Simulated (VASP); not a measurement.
# BP (I-4m2) in VASP: further runs

BP is run at these levels: PBEsol; tasks: single point, relaxation of the atoms.

All numbers are computed with VASP 6.6.1; they aren't measurements. Logs are shortened: lines on timing, memory, paths and dates and some standing lists are left out, and cuts for length are marked.

### Step 1. The cell of the first run

Symmetry: I-4m2, No. 119, tetragonal system. The conventional cell has a = 3.072 Å, b = 3.072 Å, c = 4.603 Å, α = 90.00°, β = 90.00°, γ = 90.00°. B (site symmetry -4m2) has 4 P at 1.92 Å within 2.5 Å. P (site symmetry -4m2) has 4 B at 1.92 Å within 2.5 Å.

### Step 2. Single point, PBEsol (strained cell)

INCAR reads:

```
PREC = Accurate
ENCUT = 500
EDIFF = 1E-6
ISMEAR = 0
SIGMA = 0.02
LREAL = F
LASPH = T
NELM = 120
ALGO = Normal
ISIF = 2
LWAVE = F
LCHARG = F
GGA = PS
NBANDS = 11
GGA_COMPAT = F
```

KPOINTS reads:

```
Automatic mesh
0
Gamma
  10 10 10
```

POSCAR reads:

```
BP
1.0
    0.0000000000      2.1719893105      2.3013877797
    2.1719893105      0.0000000000      2.3013877797
    2.1719893105      2.1719893105      0.0000000000
B P
1 1
Direct
    0.0000000000      0.0000000000      0.0000000000
    0.2500000000      0.2500000000      0.2500000000
```

Potentials or basis: VASP PAW PBE potentials, release 64 (B, P).

Launch:

```
$ cat potpaw_PBE.64/B/POTCAR potpaw_PBE.64/P/POTCAR > POTCAR
$ mpirun -np 1 vasp_std > vasp.out
```

OUTCAR:

```text
PREC = Accurate
   ENCUT = 500
   EDIFF = 1E-6
   ISMEAR = 0
   LREAL = F
   LASPH = T
   NELM = 120
   ISIF = 2
   GGA = PS

 ion  position               nearest neighbor table
   1  0.000  0.000  0.000-   2 1.92   2 1.92   2 1.92   2 1.92
   2  0.250  0.250  0.250-   1 1.92   1 1.92   1 1.92   1 1.92

  LATTYP: Found a body centered tetragonal cell.
 ALAT       =     3.0716567402
 C/A-ratio  =     1.4984667717

  Lattice vectors:

 A1 = (  -2.1719893105,   0.0000000000,   2.3013877797)
 A2 = (   2.1719893105,   0.0000000000,   2.3013877797)
 A3 = (   0.0000000000,   2.1719893105,  -2.3013877797)

Analysis of symmetry for initial positions (statically):
=====================================================================
 Subroutine PRICEL returns:
 Original cell was already a primitive cell.

 Routine SETGRP: Setting up the symmetry group for a
 body centered tetragonal supercell.

 Subroutine GETGRP returns: Found  8 space group operations
 (whereof  8 operations were pure point group operations)
 out of a pool of 16 trial point group operations.

The static configuration has the point symmetry D_2d.

Analysis of symmetry for dynamics (positions and initial velocities):
=====================================================================
 Subroutine PRICEL returns:
 Original cell was already a primitive cell.

 Routine SETGRP: Setting up the symmetry group for a
 body centered tetragonal supercell.

 Subroutine GETGRP returns: Found  8 space group operations
 (whereof  8 operations were pure point group operations)
 out of a pool of 16 trial point group operations.

The dynamic configuration has the point symmetry D_2d.

 Subroutine INISYM returns: Found  8 space group operations
 (whereof  8 operations are pure point group operations),
 and found     1 'primitive' translations

----------------------------------------------------------------------------------------

                                     Primitive cell

  volume of cell :      21.7138

  direct lattice vectors                    reciprocal lattice vectors
     0.000000000  2.171989310  2.301387780    -0.230203711  0.230203711  0.217260213
     2.171989310  0.000000000  2.301387780     0.230203711 -0.230203711  0.217260213
     2.171989310  2.171989310  0.000000000     0.230203711  0.230203711 -0.217260213

  length of vectors
     3.164478358  3.164478358  3.071656740     0.391394299  0.391394299  0.391394299

  position of ions in fractional coordinates (direct lattice)
     0.000000000  0.000000000  0.000000000
     0.250000000  0.250000000  0.250000000

  ion indices of the primitive-cell ions
   primitive index   ion index
                 1           1
                 2           2

----------------------------------------------------------------------------------------

 KPOINTS: Automatic mesh

Automatic generation of k-mesh.
 Grid dimensions read from file:
 generate k-points for:   10   10   10

 Generating k-lattice:

  Cartesian coordinates                     Fractional coordinates (reciprocal lattice)
    -0.023020371  0.023020371  0.021726021     0.100000000  0.000000000  0.000000000
     0.023020371 -0.023020371  0.021726021     0.000000000  0.100000000  0.000000000
     0.023020371  0.023020371 -0.021726021     0.000000000  0.000000000  0.100000000

  Length of vectors
     0.039139430  0.039139430  0.039139430

  Shift w.r.t. Gamma in fractional coordinates (k-lattice)
     0.000000000  0.000000000  0.000000000

 Subroutine IBZKPT returns following result:
 ===========================================

 Found    102 irreducible k-points:

 Following reciprocal coordinates:
            Coordinates               Weight
  0.000000  0.000000  0.000000      1.000000
  0.100000 -0.000000  0.000000      8.000000
  0.200000 -0.000000  0.000000      8.000000
  0.300000  0.000000  0.000000      8.000000
  0.400000  0.000000  0.000000      8.000000
  0.500000 -0.000000  0.000000      4.000000
[... 16 lines left out ...]
  0.300000  0.300000  0.000000      2.000000
  0.400000  0.300000  0.000000      8.000000
 [... further k-points ...]
   k-points           NKPTS =    102   k-points in BZ     NKDIM =    102   number of bands    NBANDS=     11
   number of dos      NEDOS =    301   number of ions     NIONS =      2
   total plane-waves  NPLWV =  13824
   dimension x,y,z NGX =    24 NGY =   24 NGZ =   24
   dimension x,y,z NGXF=    48 NGYF=   48 NGZF=   48
   ions per type =               1   1
   NGX,Y,Z   is equivalent  to a cutoff of  12.61, 12.61, 12.99 a.u.
   NGXF,Y,Z  is equivalent  to a cutoff of  25.22, 25.22, 25.98 a.u.
 SYSTEM =  unknown system
   PREC   = accura    normal or accurate (medium, high low for compatibility)
   ISTART =      0    job   : 0-new  1-cont  2-samecut
   ICHARG =      2    charge: 1-file 2-atom 10-const
   ISPIN  =      1    spin polarized calculation?
   LNONCOLLINEAR =      F non collinear calculations
   LSORBIT =      F    spin-orbit coupling
   LASPH  =      T    aspherical Exc in radial PAW
   ENCUT  =  500.0 eV  36.75 Ry    6.06 a.u.   5.77  5.77  5.60*2*pi/ulx,y,z
   NELM   =    120;   NELMIN=  2; NELMDL= -5     # of ELM steps
   EDIFF  = 0.1E-05   stopping-criterion for ELM
   LREAL  =      F    real-space projection
   EDIFFG = 0.1E-04   stopping-criterion for IOM
   NSW    =      0    number of steps for IOM
   IBRION =     -1    ionic relax: 0-MD 1-quasi-New 2-CG
   NFREE  =      0    steps in history (QN), initial steepest desc. (CG)
   ISIF   =      2    stress and relaxation
   ISYM   =      2    0-nonsym 1-usesym 2-fastsym
   POTIM  = 0.5000    time-step for ionic-motion
   TEBEG  =    0.0;   TEEND  =   0.0 temperature during run
   PSTRESS=    0.0 pullay stress
   NELECT =       8.0000    total number of electrons
   NUPDOWN=      -1.0000    fix difference up-down
   EMIN   =  10.00;   EMAX   =-10.00  energy-range for DOS
   EFERMI =   0.00;   METHOD = LEGACY
   ISMEAR =     0;   SIGMA  =   0.02  broadening in eV -4-tet -1-fermi 0-gaus
   EFERMI_NEDOS =   21; number of points for ismear=-14 and -15
   IALGO  =     38    algorithm
   IMIX   =      4    mixing-type and parameters
     AMIX     =   0.40;   BMIX     =  1.00
     AMIX_MAG =   1.60;   BMIX_MAG =  1.00
  volume/ion in A,a.u.               =      10.86        73.27
  Fermi-wavevector in a.u.,A,eV,Ry     =   1.173617  2.217815 18.740354  1.377377
  Thomas-Fermi vector in A             =   2.310027
   LORBIT       =      0    0 simple, 1 ext, 2 COOP (PROOUT), +10 PAW based schemes
   GGA     = PS    functional components
   LHFCALC =     F    Hartree Fock is set to
   AEXX    =    0.0000 exact exchange contribution
   IVDW    =     0    specifies the selected vdW correction
   LEPSILON=     F    determine dielectric tensor
   LRPA    =     F    only Hartree local field effects (RPA)
 non-spin polarized calculation
 Gauss-broadening in eV      SIGMA  =   0.02
  energy-cutoff  :      500.00
  volume of cell :       21.71
 maximum number of plane-waves:       568
   NGX = 11   NGY = 11   NGZ = 11

 number of electron       8.0000000 magnetization

 Free energy of the ion-electron system (eV)
  ---------------------------------------------------
  ext. energy  EPLUGINS =         0.00000000
  ---------------------------------------------------
  free energy    TOTEN  =       -13.57965621 eV

  energy without entropy =      -13.57965621  energy(sigma->0) =      -13.57965621

 E-fermi :   8.6759     XC(G=0): -11.3599

 val. band max:        8.5102770130   @ k =   0.0000   0.0000   0.0000
 cond. band min:       9.0944064576   @ k =   0.4000   0.0000   0.4000
 fundamental gap:      0.5841294446
 Fermi energy:         8.6759143975

 k-point     1 :       0.0000    0.0000    0.0000
  band No.  band energies     occupation
      1      -7.8700      2.00000
      2       7.8815      2.00000
      3       8.5103      2.00000
      4       8.5103      2.00000
      5      11.6937      0.00000
      6      11.6937      0.00000
      7      11.9942      0.00000
      8      16.7009      0.00000
      9      19.7375      0.00000
     10      20.0959      0.00000
     11      21.4715      0.00000

 k-point     2 :       0.1000   -0.0000    0.0000
  band No.  band energies     occupation
      1      -7.6779      2.00000
      2       6.8770      2.00000
      3       7.8103      2.00000
      4       8.2163      2.00000
      5      12.0400      0.00000
      6      12.1455      0.00000
      7      12.5529      0.00000
      8      17.1356      0.00000
      9      19.1276      0.00000
     10      20.5614      0.00000
     11      20.7058      0.00000

 k-point     3 :       0.2000   -0.0000    0.0000
  band No.  band energies     occupation
      1      -7.1077      2.00000
      2       4.4650      2.00000
      3       7.1100      2.00000
      4       7.6797      2.00000
      5      12.2901      0.00000
      6      12.9816      0.00000
      7      13.2241      0.00000
      8      18.0444      0.00000
      9      18.8237      0.00000
     10      19.6344      0.00000
     11      21.7050      0.00000

 k-point     4 :       0.3000    0.0000    0.0000
  band No.  band energies     occupation
      1      -6.1859      2.00000
      2       1.9717      2.00000
      3       6.5280      2.00000
      4       7.2298      2.00000
      5      12.1661      0.00000
      6      13.4311      0.00000
      7      13.4387      0.00000
      8      18.6395      0.00000
      9      19.8003      0.00000
     10      19.9332      0.00000
     11      22.2095      0.00000
[... 239 lines left out ...]
 k-point    22 :      -0.2000    0.2000    0.0000
  band No.  band energies     occupation
      1      -5.8059      2.00000
      2       2.6608      2.00000
      3       3.5224      2.00000
      4       7.4185      2.00000
      5      13.3038      0.00000
      6      13.7698      0.00000
      7      14.5367      0.00000
      8      16.9498      0.00000
      9      18.0297      0.00000
     10      22.4923      0.00000
     11      24.7734      0.00000

 k-point    23 :       0.3000    0.3000    0.0000
  band No.  band energies     occupation
      1      -5.7788      2.00000
      2       2.8732      2.00000
      3       5.2160      2.00000
      4       5.2160      2.00000
      5      10.1502      0.00000
      6      12.2286      0.00000
      7      17.5679      0.00000
      8      17.5679      0.00000
      9      21.7088      0.00000
     10      23.6200      0.00000
     11      25.1591      0.00000

 k-point    24 :       0.4000    0.3000    0.0000
  band No.  band energies     occupation
      1      -4.9386      2.00000
      2       1.6028      2.00000
      3       4.1356      2.00000
      4       4.9347      2.00000
      5      10.4432      0.00000
      6      12.1956      0.00000
      7      18.2128      0.00000
      8      18.3080      0.00000
      9      22.5846      0.00000
     10      24.2654      0.00000
     11      25.8968      0.00000

 [... further k-points ...]

------------------------ aborting loop because EDIFF is reached ----------------------------------------

  FORCE on cell =-STRESS in cart. coord.  units (eV):
  Direction    XX          YY          ZZ          XY          YZ          ZX
  --------------------------------------------------------------------------------------
  -------------------------------------------------------------------------------------
  Total        2.3727186      2.3727186      0.0107506      0.0000000      0.0000000      0.0000000
  in kB      175.0739987    175.0739987      0.7932480      0.0000000      0.0000000      0.0000000
  external PRESSURE =     116.9804151 kB  Pullay stress =       0.0000000 kB

 VOLUME and BASIS-vectors are now :
 -----------------------------------------------------------------------------
  energy-cutoff  :      500.00
  volume of cell :       21.71
      direct lattice vectors                 reciprocal lattice vectors
     0.000000000  2.171989310  2.301387780    -0.230203711  0.230203711  0.217260213
     2.171989310  0.000000000  2.301387780     0.230203711 -0.230203711  0.217260213
     2.171989310  2.171989310  0.000000000     0.230203711  0.230203711 -0.217260213

 POSITION                                       TOTAL-FORCE (eV/Angst)
 -----------------------------------------------------------------------------------
      0.00000      0.00000      0.00000        -0.000000     -0.000000      0.000000
      1.08599      1.08599      1.15069         0.000000      0.000000     -0.000000
 -----------------------------------------------------------------------------------
    total drift:                               -0.000000     -0.000000      0.000000

  FREE ENERGIE OF THE ION-ELECTRON SYSTEM (eV)
  ---------------------------------------------------
  free  energy   TOTEN  =       -13.5796562122 eV

  energy  without entropy=      -13.5796562122  energy(sigma->0) =      -13.57965621
```

Wall time 11 s (1 thread of Intel Xeon Platinum 8488C (Sapphire Rapids), shared host); peak memory 0.14 GiB.

Results:

| Item | Value |
| --- | --- |
| Free energy | -13.5797 eV |
| Pressure | 11.7 GPa |
| Band gap on the k mesh | 0.58 eV (least direct gap 3.18 eV) |

Levels at points of the mesh, in eV from the valence-band top:
| k point | band 1 | band 2 | band 3 | band 4 | band 5 | band 6 | band 7 | band 8 |
| --- | --- | --- | --- | --- | --- | --- | --- | --- |
| (0.00, 0.00, 0.00) | -16.38 | -0.63 | 0.00 | 0.00 | 3.18 | 3.18 | 3.48 | 8.19 |
| (0.50, 0.00, 0.00) | -12.73 | -9.84 | -2.48 | -1.65 | 3.35 | 4.79 | 4.82 | 10.01 |
| (0.50, 0.50, 0.00) | -11.53 | -9.56 | -4.18 | -4.18 | 1.31 | 1.83 | 12.60 | 12.60 |
| (0.50, 0.00, 0.50) | -10.89 | -9.00 | -4.89 | -4.76 | 0.67 | 0.96 | 11.73 | 13.13 |

Caveat: the cell differs from its parent crystal (strained cell); the cell stands under pressure; the PAW data sets were made with another functional, which shifts forces and pressure a little. A k mesh can miss the band edges.

(Continued in part 2 of 3.)
